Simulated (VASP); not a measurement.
# CuO (Tenorite) in VASP: single point with PBE+U

Aim: the single point of CuO (Tenorite) with PBE+U.

Everything below comes from runs of VASP 6.6.1. Logs are shortened: lines on timing, memory, paths and dates and some standing lists are left out, and cuts for length are marked.

## Step 1: The cell of the first run

The typed cell holds 8 atoms: a = 4.187 Å, b = 4.152 Å, c = 5.218 Å, α = 90.00°, β = 90.01°, γ = 90.00°.

## Step 2: Single point, PBE+U, collinear spin, ferromagnetic start

The input, INCAR:

```
PREC = Accurate
ENCUT = 520
EDIFF = 1E-6
ISMEAR = 0
SIGMA = 0.05
LREAL = F
LASPH = T
NELM = 150
ALGO = Normal
ISIF = 2
LWAVE = F
LCHARG = F
ISPIN = 2
MAGMOM = 1 1 1 1 0 0 0 0
LORBIT = 11
LMAXMIX = 4
LDAU = T
LDAUTYPE = 2
LDAUL = 2 -1
LDAUU = 4 0
LDAUJ = 0 0
LDAUPRINT = 1
GGA = PE
NBANDS = 48
```

The input, KPOINTS:

```
regular mesh
0
Gamma
  4 4 3
```

The input, POSCAR:

```
CuO
1.0
    4.1744184050      0.0000000000      0.3305692971
    0.0000000000      4.1521210669      0.0000000000
   -0.4124906602      0.0000000000      5.2015957502
Cu O
4 4
Direct
    0.2500000000      0.2500000000      0.0000000000
    0.2500000000     -0.2500000000      0.5000000000
    0.7500000000      0.7500000000      0.0000000000
    0.7500000000      0.2500000000      0.5000000000
    0.5000000000     -0.0000352670      0.2500000000
    0.5000000000      0.0000352670      0.7500000000
    1.0000000000      0.4999647330      0.2500000000
    1.0000000000      0.5000352670      0.7500000000
```

Potentials or basis: VASP PAW PBE potentials, release 64 (Cu, O).

Run with:

```console
> cat potpaw_PBE.64/Cu/POTCAR potpaw_PBE.64/O/POTCAR > POTCAR
> mpirun -np 1 vasp_std > vasp.out
```

OUTCAR:

```text
PREC = Accurate
   ENCUT = 520
   EDIFF = 1E-6
   ISMEAR = 0
   LREAL = F
   LASPH = T
   NELM = 150
   ISIF = 2
   ISPIN = 2
   LORBIT = 11
   GGA = PE

 ion  position               nearest neighbor table
   1  0.250  0.250  0.000-   6 1.97   7 1.97   5 1.97   8 1.97
   2  0.250  0.750  0.500-   5 1.97   8 1.97   7 1.97   6 1.97
   3  0.750  0.750  0.000-   5 1.97   8 1.97   7 1.97   6 1.97
   4  0.750  0.250  0.500-   6 1.97   7 1.97   5 1.97   8 1.97
   5  0.500  1.000  0.250-   2 1.97   3 1.97   1 1.97   4 1.97
   6  0.500  0.000  0.750-   1 1.97   4 1.97   3 1.97   2 1.97
   7  0.000  0.500  0.250-   1 1.97   4 1.97   3 1.97   2 1.97
   8  0.000  0.500  0.750-   2 1.97   3 1.97   1 1.97   4 1.97

  LATTYP: Found a simple monoclinic cell.
 ALAT       =     4.1874867260
 B/A-ratio  =     0.9915544427
 C/A-ratio  =     1.2460757196
 COS(beta)  =    -0.0001107896

  Lattice vectors:

 A1 = (   4.1744184050,   0.0000000000,   0.3305692971)
 A2 = (   0.0000000000,   4.1521210669,   0.0000000000)
 A3 = (  -0.4124906602,   0.0000000000,   5.2015957502)

Analysis of symmetry for initial positions (statically):
=====================================================================
 Subroutine PRICEL returns following result:

  LATTYP: Found a base centered monoclinic cell.
 ALAT       =     4.1874867260
 B/A-ratio  =     0.9915544427
 C/A-ratio  =     1.2460757196
 COS(beta)  =    -0.0001107896
[... 12 lines left out ...]
 Subroutine GETGRP returns: Found  4 space group operations
 (whereof  2 operations were pure point group operations)
 out of a pool of  4 trial point group operations.

The static configuration has the point symmetry S_2 .
 The point group associated with its full space group is C_2h.

Analysis of symmetry for dynamics (positions and initial velocities):
=====================================================================
 Subroutine PRICEL returns following result:

  LATTYP: Found a base centered monoclinic cell.
 ALAT       =     4.1874867260
 B/A-ratio  =     0.9915544427
 C/A-ratio  =     1.2460757196
 COS(beta)  =    -0.0001107896
[... 12 lines left out ...]
 Subroutine GETGRP returns: Found  4 space group operations
 (whereof  2 operations were pure point group operations)
 out of a pool of  4 trial point group operations.

The dynamic configuration has the point symmetry S_2 .
 The point group associated with its full space group is C_2h.

Analysis of structural, dynamic, and magnetic symmetry:
=====================================================================
 Subroutine PRICEL returns following result:

  LATTYP: Found a base centered monoclinic cell.
 ALAT       =     4.1874867260
 B/A-ratio  =     0.9915544427
 C/A-ratio  =     1.2460757196
 COS(beta)  =    -0.0001107896
[... 12 lines left out ...]
 Subroutine GETGRP returns: Found  4 space group operations
 (whereof  2 operations were pure point group operations)
 out of a pool of  4 trial point group operations.

The overall configuration has the point symmetry S_2 .
 The point group associated with its full space group is C_2h.

 Subroutine INISYM returns: Found  4 space group operations
 (whereof  2 operations are pure point group operations),
 and found     2 'primitive' translations

----------------------------------------------------------------------------------------

                                     Primitive cell

  volume of cell :      45.3619

  direct lattice vectors                    reciprocal lattice vectors
     2.087209202 -2.076060533  0.165284649     0.238059370 -0.240840762  0.018878296
     2.087209202  2.076060533  0.165284649     0.238059370  0.240840762  0.018878296
    -0.412490660  0.000000000  5.201595750    -0.015129034  0.000000000  0.191048952

  length of vectors
     2.948523123  2.948523123  5.217925535     0.339165043  0.339165043  0.191647044

  position of ions in fractional coordinates (direct lattice)
     0.000000000  0.500000000  0.000000000
     0.500000000  0.000000000  0.500000000
     0.500035267  0.499964733  0.250000000
     0.499964733  0.500035267  0.750000000

  ion indices of the primitive-cell ions
   primitive index   ion index
                 1           1
                 2           2
                 3           7
                 4           6

[... 57 lines left out ...]
 SYSTEM =  unknown system
   PREC   = accura    normal or accurate (medium, high low for compatibility)
   ISTART =      0    job   : 0-new  1-cont  2-samecut
   ICHARG =      2    charge: 1-file 2-atom 10-const
   ISPIN  =      2    spin polarized calculation?
   LNONCOLLINEAR =      F non collinear calculations
   LSORBIT =      F    spin-orbit coupling
   LASPH  =      T    aspherical Exc in radial PAW
   ENCUT  =  520.0 eV  38.22 Ry    6.18 a.u.   7.79  7.72  9.70*2*pi/ulx,y,z
   NELM   =    150;   NELMIN=  2; NELMDL= -5     # of ELM steps
   EDIFF  = 0.1E-05   stopping-criterion for ELM
   LREAL  =      F    real-space projection
   EDIFFG = 0.1E-04   stopping-criterion for IOM
   NSW    =      0    number of steps for IOM
   IBRION =     -1    ionic relax: 0-MD 1-quasi-New 2-CG
   NFREE  =      0    steps in history (QN), initial steepest desc. (CG)
   ISIF   =      2    stress and relaxation
   ISYM   =      2    0-nonsym 1-usesym 2-fastsym
   POTIM  = 0.5000    time-step for ionic-motion
   TEBEG  =    0.0;   TEEND  =   0.0 temperature during run
   PSTRESS=    0.0 pullay stress
   NELECT =      68.0000    total number of electrons
   NUPDOWN=      -1.0000    fix difference up-down
   EMIN   =  10.00;   EMAX   =-10.00  energy-range for DOS
   EFERMI =   0.00;   METHOD = LEGACY
   ISMEAR =     0;   SIGMA  =   0.05  broadening in eV -4-tet -1-fermi 0-gaus
   EFERMI_NEDOS =   21; number of points for ismear=-14 and -15
   IALGO  =     38    algorithm
   IMIX   =      4    mixing-type and parameters
     AMIX     =   0.40;   BMIX     =  1.00
     AMIX_MAG =   1.60;   BMIX_MAG =  1.00
  volume/ion in A,a.u.               =      11.34        76.53
  Fermi-wavevector in a.u.,A,eV,Ry     =   1.487090  2.810193 30.088437  2.211438
  Thomas-Fermi vector in A             =   2.600295
   LORBIT       =     11    0 simple, 1 ext, 2 COOP (PROOUT), +10 PAW based schemes
 LDA+U is selected, type is set to LDAUTYPE =  2
   angular momentum for each species LDAUL =     2   -1
   U (eV)           for each species LDAUU =   4.0  0.0
   J (eV)           for each species LDAUJ =   0.0  0.0
   GGA     = PE    functional components
   LHFCALC =     F    Hartree Fock is set to
   AEXX    =    0.0000 exact exchange contribution
   IVDW    =     0    specifies the selected vdW correction
   LEPSILON=     F    determine dielectric tensor
   LRPA    =     F    only Hartree local field effects (RPA)
 spin polarized calculation
 Gauss-broadening in eV      SIGMA  =   0.05
  energy-cutoff  :      520.00
  volume of cell :       90.72
 maximum number of plane-waves:      2469
   NGX = 15   NGY = 15   NGZ = 19

atom =   1  type =  1  l = 2

 onsite density matrix

spin component  1
[... 116 lines left out ...]
  o =  0.4163  v =  0.0000  0.0000  0.0000  0.0000  0.0000 -0.0555  0.7012  0.0967  0.7019 -0.0561      0.0000  0.0000  0.0000  0.0000  0.0000  0.0000  0.0000  0.0000  0.0000  0.0000
  o =  0.9387  v =  0.0000  0.0000  0.0000  0.0000  0.0000  0.8822  0.0700  0.4612 -0.0634  0.0057      0.0000  0.0000  0.0000  0.0000  0.0000  0.0000  0.0000  0.0000  0.0000  0.0000
  o =  0.9474  v =  0.8914  0.0707  0.4435 -0.0609  0.0062  0.0000  0.0000  0.0000  0.0000  0.0000      0.0000  0.0000  0.0000  0.0000  0.0000  0.0000  0.0000  0.0000  0.0000  0.0000
  o =  0.9642  v =  0.0000  0.0000  0.0000  0.0000  0.0000  0.0041  0.0001 -0.0064 -0.0785 -0.9969      0.0000  0.0000  0.0000  0.0000  0.0000  0.0000  0.0000  0.0000  0.0000  0.0000
  o =  0.9654  v =  0.0000  0.0000  0.0000  0.0000  0.0000  0.0562 -0.7086  0.0961  0.6946 -0.0551      0.0000  0.0000  0.0000  0.0000  0.0000  0.0000  0.0000  0.0000  0.0000  0.0000
  o =  0.9719  v =  0.0562 -0.7080  0.0962  0.6952 -0.0555  0.0000  0.0000  0.0000  0.0000  0.0000      0.0000  0.0000  0.0000  0.0000  0.0000  0.0000  0.0000  0.0000  0.0000  0.0000
  o =  0.9731  v = -0.0049 -0.0003  0.0067  0.0787  0.9969  0.0000  0.0000  0.0000  0.0000  0.0000      0.0000  0.0000  0.0000  0.0000  0.0000  0.0000  0.0000  0.0000  0.0000  0.0000
  o =  0.9746  v =  0.0000  0.0000  0.0000  0.0000  0.0000  0.4641  0.0365 -0.8767  0.1208 -0.0019      0.0000  0.0000  0.0000  0.0000  0.0000  0.0000  0.0000  0.0000  0.0000  0.0000
  o =  0.9784  v =  0.4462  0.0352 -0.8858  0.1222 -0.0015  0.0000  0.0000  0.0000  0.0000  0.0000      0.0000  0.0000  0.0000  0.0000  0.0000  0.0000  0.0000  0.0000  0.0000  0.0000
  o =  1.0220  v = -0.0556  0.7018  0.0968  0.7013 -0.0560  0.0000  0.0000  0.0000  0.0000  0.0000      0.0000  0.0000  0.0000  0.0000  0.0000  0.0000  0.0000  0.0000  0.0000  0.0000

 number of electron      68.0000049 magnetization       3.9104852

 Free energy of the ion-electron system (eV)
  ---------------------------------------------------
  ext. energy  EPLUGINS =         0.00000000
  ---------------------------------------------------
  free energy    TOTEN  =       -34.48286196 eV

  energy without entropy =      -34.48084483  energy(sigma->0) =      -34.48185339

 E-fermi :   4.3650     XC(G=0): -11.1271

 val. band max:        4.3462423662   @ k =   0.0000   0.2500   0.0000
 cond. band min:       4.3836806062   @ k =   0.0000   0.2500   0.0000
 fundamental gap:      0.0374382400
 Fermi energy:         4.3650350759

 spin component 1

 k-point     1 :       0.0000    0.0000    0.0000
  band No.  band energies     occupation
      1     -14.9507      1.00000
      2     -13.8446      1.00000
      3     -13.7044      1.00000
      4     -13.5861      1.00000
      5      -3.6674      1.00000
      6      -2.4755      1.00000
[... 1018 lines left out ...]
     45      16.1905      0.00000
     46      16.1905      0.00000
 Fermi energy:         4.3650350759

 spin component 2

 k-point     1 :       0.0000    0.0000    0.0000
  band No.  band energies     occupation
      1     -14.4481      1.00000
      2     -13.2837      1.00000
      3     -13.1467      1.00000
      4     -12.7970      1.00000
      5      -3.3180      1.00000
      6      -2.0034      1.00000
[... 1018 lines left out ...]
     45      16.3774      0.00000
     46      16.3774      0.00000
 [bands above 46 left out]

------------------------ aborting loop because EDIFF is reached ----------------------------------------

  FORCE on cell =-STRESS in cart. coord.  units (eV):
  Direction    XX          YY          ZZ          XY          YZ          ZX
  --------------------------------------------------------------------------------------
  -------------------------------------------------------------------------------------
  Total       -1.4711821     -1.4214972     -1.6687711      0.0000000      0.0000000      0.0151127
  in kB      -25.9809901    -25.1035579    -29.4703999      0.0000000      0.0000000      0.2668890
  external PRESSURE =     -26.8516493 kB  Pullay stress =       0.0000000 kB

 VOLUME and BASIS-vectors are now :
 -----------------------------------------------------------------------------
  energy-cutoff  :      520.00
  volume of cell :       90.72
      direct lattice vectors                 reciprocal lattice vectors
     4.174418405  0.000000000  0.330569297     0.238059370  0.000000000  0.018878296
     0.000000000  4.152121067  0.000000000     0.000000000  0.240840762  0.000000000
    -0.412490660  0.000000000  5.201595750    -0.015129034  0.000000000  0.191048952

 POSITION                                       TOTAL-FORCE (eV/Angst)
 -----------------------------------------------------------------------------------
      1.04360      1.03803      0.08264        -0.000000      0.000000     -0.000000
      0.83736      3.11409      2.68344        -0.000000      0.000000      0.000000
      3.13081      3.11409      0.24793        -0.000000      0.000000     -0.000000
      2.92457      1.03803      2.84872        -0.000000      0.000000      0.000000
      1.98409      4.15197      1.46568         0.000000     -0.000048      0.000000
      1.77784      0.00015      4.06648         0.000000      0.000048     -0.000000
     -0.10312      2.07591      1.30040        -0.000000     -0.000048     -0.000000
     -0.30937      2.07621      3.90120         0.000000      0.000048     -0.000000
 -----------------------------------------------------------------------------------
    total drift:                                0.000000      0.000000     -0.000000

  FREE ENERGIE OF THE ION-ELECTRON SYSTEM (eV)
  ---------------------------------------------------
  free  energy   TOTEN  =       -34.4828619628 eV

  energy  without entropy=      -34.4808448266  energy(sigma->0) =      -34.48185339

 total charge

# of ion       s       p       d       tot
------------------------------------------
    1        0.380   0.370   9.132   9.882
    2        0.380   0.370   9.132   9.882
    3        0.380   0.370   9.132   9.882
    4        0.380   0.370   9.132   9.882
    5        1.557   3.417   0.000   4.974
    6        1.557   3.417   0.000   4.974
    7        1.557   3.417   0.000   4.974
    8        1.557   3.417   0.000   4.974
--------------------------------------------------
tot          7.746  15.149  36.528  59.423

 magnetization (x)

# of ion       s       p       d       tot
------------------------------------------
    1       -0.006   0.002   0.634   0.629
    2       -0.006   0.002   0.634   0.629
    3       -0.006   0.002   0.634   0.629
    4       -0.006   0.002   0.634   0.629
    5        0.020   0.288   0.000   0.308
    6        0.020   0.288   0.000   0.308
    7        0.020   0.288   0.000   0.308
    8        0.020   0.288   0.000   0.308
--------------------------------------------------
tot          0.054   1.158   2.536   3.748
```

It took 2.4 min on 1 thread of Intel Xeon Platinum 8375C at 2.90GHz (Ice Lake), shared host; peak memory 0.3 GiB.

Results:

```yaml
Free_energy: -34.4829 eV
Pressure: -2.7 GPa
Net_moment: 3.91 μB per cell
Site_moments: Cu +0.63; O +0.31 μB
Valence_electrons_inside_the_program's_atomic_spheres: Cu 9.88; O 4.97
```

Stress tensor (GPa, compression positive):
```
-2.60  0.00  0.03
 0.00 -2.51  0.00
 0.03  0.00 -2.95
```

Eigenvalues of the final occupation matrices:
| site | spin | trace | eigenvalues |
| --- | --- | --- | --- |
| site 1 d | 1 | 4.89 | 0.95 0.97 0.97 0.98 1.02 |
| site 1 d | 2 | 4.26 | 0.42 0.94 0.96 0.97 0.97 |
| site 2 d | 1 | 4.89 | 0.95 0.97 0.97 0.98 1.02 |
| site 2 d | 2 | 4.26 | 0.42 0.94 0.96 0.97 0.97 |
| site 3 d | 1 | 4.89 | 0.95 0.97 0.97 0.98 1.02 |
| site 3 d | 2 | 4.26 | 0.42 0.94 0.96 0.97 0.97 |
| site 4 d | 1 | 4.89 | 0.95 0.97 0.97 0.98 1.02 |
| site 4 d | 2 | 4.26 | 0.42 0.94 0.96 0.97 0.97 |

Caveat: the k points lie up to 0.40 Å⁻¹ apart. The state reached can hang on the start; a lower one may exist.
